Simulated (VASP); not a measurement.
# GaN (P6_3mc) in VASP: a series of runs, part 2 of 2

VASP 6.6.1.

### Step 3. Single point, PBE

INCAR reads:

```
  PREC = Accurate
  ENCUT = 600
  EDIFF = 1E-6
  ISMEAR = 0
  SIGMA = 0.01
  LREAL = False
  LASPH = True
  NELM = 120
  ALGO = Normal
  ISIF = 2
  LWAVE = False
  LCHARG = True
  GGA = PE
  LELF = True
  LVHAR = True
  NBANDS = 26
  GGA_COMPAT = False
```

KPOINTS reads:

```
regular mesh
0
Gamma
  12 12 4
```

POSCAR reads:

```
GaN
1.0
    3.1800000000      0.0000000000      0.0000000000
   -1.5900000000      2.7539600000      0.0000000000
    0.0000000000      0.0000000000      5.1660000000
Ga N
2 2
Direct
    0.3333333333      0.6666666667      0.0000000000
    0.6666666667      0.3333333333      0.5000000000
    0.3333333333      0.6666666667      0.3750000000
    0.6666666667      0.3333333333      0.8750000000
```

Potentials or basis: VASP PAW PBE potentials, release 64 (Ga_d, N).

The run is started by

```bash
cat potpaw_PBE.64/Ga_d/POTCAR potpaw_PBE.64/N/POTCAR > POTCAR
mpirun -np 1 vasp_std > vasp.out
```

OUTCAR:

```text
PREC = Accurate
   ENCUT = 600
   EDIFF = 1E-6
   ISMEAR = 0
   LREAL = False
   LASPH = True
   NELM = 120
   ISIF = 2
   GGA = PE

 ion  position               nearest neighbor table
   1  0.333  0.667  0.000-   3 1.94   4 1.95   4 1.95   4 1.95
   2  0.667  0.333  0.500-   4 1.94   3 1.95   3 1.95   3 1.95
   3  0.333  0.667  0.375-   1 1.94   2 1.95   2 1.95   2 1.95
   4  0.667  0.333  0.875-   2 1.94   1 1.95   1 1.95   1 1.95

  LATTYP: Found a hexagonal cell.
 ALAT       =     3.1800000000
 C/A-ratio  =     1.6245283019

  Lattice vectors:

 A1 = (   3.1800000000,   0.0000000000,   0.0000000000)
 A2 = (  -1.5900000000,   2.7539600000,   0.0000000000)
 A3 = (   0.0000000000,   0.0000000000,   5.1660000000)

Analysis of symmetry for initial positions (statically):
=====================================================================
 Subroutine PRICEL returns:
 Original cell was already a primitive cell.

 Routine SETGRP: Setting up the symmetry group for a
 hexagonal supercell.

 Subroutine GETGRP returns: Found 12 space group operations
 (whereof  6 operations were pure point group operations)
 out of a pool of 24 trial point group operations.

The static configuration has the point symmetry C_3v.
 The point group associated with its full space group is C_6v.

Analysis of symmetry for dynamics (positions and initial velocities):
=====================================================================
 Subroutine PRICEL returns:
 Original cell was already a primitive cell.

 Routine SETGRP: Setting up the symmetry group for a
 hexagonal supercell.

 Subroutine GETGRP returns: Found 12 space group operations
 (whereof  6 operations were pure point group operations)
 out of a pool of 24 trial point group operations.

The dynamic configuration has the point symmetry C_3v.
 The point group associated with its full space group is C_6v.

[... 119 lines left out ...]
   IALGO  =     38    algorithm
   IMIX   =      4    mixing-type and parameters
     AMIX     =   0.40;   BMIX     =  1.00
     AMIX_MAG =   1.60;   BMIX_MAG =  1.00
  volume/ion in A,a.u.               =      11.31        76.33
  Fermi-wavevector in a.u.,A,eV,Ry     =   1.517036  2.866783 31.312433  2.301399
  Thomas-Fermi vector in A             =   2.626346
   LORBIT       =      0    0 simple, 1 ext, 2 COOP (PROOUT), +10 PAW based schemes
   GGA     = PE    functional components
   LHFCALC =     F    Hartree Fock is set to
   AEXX    =    0.0000 exact exchange contribution
   IVDW    =     0    specifies the selected vdW correction
   LEPSILON=     F    determine dielectric tensor
   LRPA    =     F    only Hartree local field effects (RPA)
 non-spin polarized calculation
 Gauss-broadening in eV      SIGMA  =   0.01
  energy-cutoff  :      600.00
  volume of cell :       45.24
 maximum number of plane-waves:      1530
 NGX is ok and might be reduce to    28
   NGX = 13   NGY = 13   NGZ = 21

 number of electron      35.9999995 magnetization

 Free energy of the ion-electron system (eV)
  ---------------------------------------------------
  ext. energy  EPLUGINS =         0.00000000
  ---------------------------------------------------
  free energy    TOTEN  =       -24.28797598 eV

  energy without entropy =      -24.28797598  energy(sigma->0) =      -24.28797598

 E-fermi :   5.5427     XC(G=0): -11.7222

 val. band max:        5.4317297926   @ k =   0.0000   0.0000   0.0000
 cond. band min:       7.4048061896   @ k =   0.0000   0.0000   0.0000
 fundamental gap:      1.9730763970
 Fermi energy:         5.5427185313

 k-point     1 :       0.0000    0.0000    0.0000
  band No.  band energies     occupation
      1     -10.6388      2.00000
      2      -9.6787      2.00000
      3      -8.0242      2.00000
      4      -8.0028      2.00000
      5      -8.0028      2.00000
      6      -7.9382      2.00000
[... 685 lines left out ...]
     25      16.4853      0.00000
     26      18.4150      0.00000

 [... further k-points ...]

------------------------ aborting loop because EDIFF is reached ----------------------------------------

  FORCE on cell =-STRESS in cart. coord.  units (eV):
  Direction    XX          YY          ZZ          XY          YZ          ZX
  --------------------------------------------------------------------------------------
  -------------------------------------------------------------------------------------
  Total        1.8276027      1.8276017      2.4372886      0.0000000      0.0000000      0.0000000
  in kB       64.7221941     64.7221572     86.3134324      0.0000000      0.0000000      0.0000000
  external PRESSURE =      71.9192612 kB  Pullay stress =       0.0000000 kB

 VOLUME and BASIS-vectors are now :
 -----------------------------------------------------------------------------
  energy-cutoff  :      600.00
  volume of cell :       45.24
      direct lattice vectors                 reciprocal lattice vectors
     3.180000000  0.000000000  0.000000000     0.314465409  0.181556740  0.000000000
    -1.590000000  2.753960000  0.000000000     0.000000000  0.363113480  0.000000000
     0.000000000  0.000000000  5.166000000     0.000000000  0.000000000  0.193573364

 POSITION                                       TOTAL-FORCE (eV/Angst)
 -----------------------------------------------------------------------------------
     -0.00000      1.83597      0.00000        -0.000000      0.000000     -0.134352
      1.59000      0.91799      2.58300         0.000000      0.000000     -0.134352
     -0.00000      1.83597      1.93725        -0.000000      0.000000      0.134352
      1.59000      0.91799      4.52025        -0.000000     -0.000000      0.134352
 -----------------------------------------------------------------------------------
    total drift:                               -0.000000     -0.000000     -0.000157

  FREE ENERGIE OF THE ION-ELECTRON SYSTEM (eV)
  ---------------------------------------------------
  free  energy   TOTEN  =       -24.2879759783 eV

  energy  without entropy=      -24.2879759783  energy(sigma->0) =      -24.28797598
```

OSZICAR:

```text
N       E                     dE             d eps       ncg     rms          rms(c)
DAV:   1     0.298640392383E+03    0.29864E+03   -0.19170E+04  3228   0.281E+03
DAV:   2     0.113981177245E+02   -0.28724E+03   -0.27155E+03  3188   0.526E+02
DAV:   3    -0.269614040465E+02   -0.38360E+02   -0.37754E+02  3584   0.153E+02
DAV:   4    -0.283082311193E+02   -0.13468E+01   -0.13404E+01  3354   0.308E+01
DAV:   5    -0.283385578186E+02   -0.30327E-01   -0.30298E-01  3692   0.450E+00    0.110E+01
DAV:   6    -0.242001838206E+02    0.41384E+01   -0.99030E+00  4916   0.500E+01    0.300E+00
DAV:   7    -0.243063857263E+02   -0.10620E+00   -0.15030E+00  3122   0.961E+00    0.270E+00
DAV:   8    -0.243021951864E+02    0.41905E-02   -0.14640E-01  4742   0.542E+00    0.780E-01
DAV:   9    -0.242874132136E+02    0.14782E-01   -0.51293E-02  4840   0.390E+00    0.338E-01
DAV:  10    -0.242880644376E+02   -0.65122E-03   -0.39918E-03  3144   0.494E-01    0.657E-02
DAV:  11    -0.242879734891E+02    0.90949E-04   -0.74241E-04  4276   0.508E-01    0.399E-02
DAV:  12    -0.242879774335E+02   -0.39445E-05   -0.82409E-05  3158   0.690E-02    0.325E-02
DAV:  13    -0.242879805256E+02   -0.30920E-05   -0.82483E-05  4496   0.966E-02    0.385E-02
DAV:  14    -0.242879760416E+02    0.44839E-05   -0.16240E-05  3544   0.362E-02    0.154E-02
DAV:  15    -0.242879759783E+02    0.63318E-07   -0.14765E-06  2720   0.846E-03
   1 F= -.24287976E+02 E0= -.24287976E+02  d E =-.621004E-58
```

Run time: 44 s. Hardware: 1 thread of Intel Xeon 6975P-C (Granite Rapids), shared host; peak memory 0.21 GiB.

What came out:

- Free energy: -24.2880 eV
- Pressure: 7.2 GPa
- Largest force: 0.134 eV/Å
- Band gap on the k mesh: 1.97 eV

Forces on the atoms (eV/Å):
```
Ga   0.000  0.000 -0.134
Ga   0.000  0.000 -0.134
N    0.000  0.000  0.134
N    0.000  0.000  0.134
```

Caveat: the cell stands under pressure.

### Step 4. Single point, PBE

INCAR reads:

```
ALGO = Normal
EDIFF = 1E-6
ENCUT = 600
GGA = PE
GGA_COMPAT = False
ISIF = 2
ISMEAR = 0
LASPH = True
LCHARG = False
LREAL = False
LWAVE = False
NBANDS = 26
NELM = 120
PREC = Accurate
SIGMA = 0.01
```

KPOINTS reads:

```
k-points
0
Gamma
  12 12 6
```

POSCAR is that of step 3.

The run is started by

```bash
cat potpaw_PBE.64/Ga_d/POTCAR potpaw_PBE.64/N/POTCAR > POTCAR
mpirun -np 1 vasp_std > vasp.out
```

Wall time 58 s (1 thread of Intel Xeon 6975P-C (Granite Rapids), shared host); peak memory 0.22 GiB.

The run converged. Its results:

```yaml
Free_energy: -24.2880 eV
Pressure: 7.2 GPa
Largest_force: 0.135 eV/Å
Band_gap_on_the_k_mesh: 1.97 eV
```

Forces in eV/Å, atoms in the order of the input:
```
Ga   0.000  0.000 -0.135
Ga   0.000  0.000 -0.135
N    0.000  0.000  0.135
N    0.000  0.000  0.135
```

Stress tensor (GPa, compression positive):
```
6.48 0.00 0.00
0.00 6.48 0.00
0.00 0.00 8.65
```

Levels at points of the mesh, in eV from the valence-band top:
```tsv
k point	band 14	band 15	band 16	band 17	band 18	band 19	band 20	band 21	band 22	band 23
(0.00, 0.00, 0.00)	-1.06	-1.06	-0.06	0.00	0.00	1.97	4.30	9.26	9.92	9.92
(0.50, 0.00, 0.00)	-5.29	-4.27	-2.78	-2.26	-0.99	5.08	5.61	6.08	8.67	10.39
(0.00, 0.00, 0.50)	-3.87	-0.54	-0.54	-0.54	-0.54	4.29	4.29	8.54	8.54	10.44
(0.50, 0.00, 0.50)	-6.64	-1.96	-1.96	-1.93	-1.93	4.43	4.43	7.84	7.84	10.03
```

Caveat: the cell stands under pressure.

### Step 5. Overview

```csv
k mesh,gap on the mesh (eV),pressure (GPa),largest force (eV/Å)
6 × 6 × 4,1.97,7.2,0.13
12 × 12 × 4,1.97,7.2,0.13
12 × 12 × 6,1.97,7.2,0.13
```

Alike in all rows: task single point; level PBE; potentials or basis VASP PAW PBE potentials, release 64 (Ga_d, N); no spin polarisation; cell as given; cutoff (eV) 600; smearing gaussian 0.01 eV.

Caveats: the cell stands under pressure.

Total energies depend on the potentials used, so only differences within one code and one set of settings carry meaning.
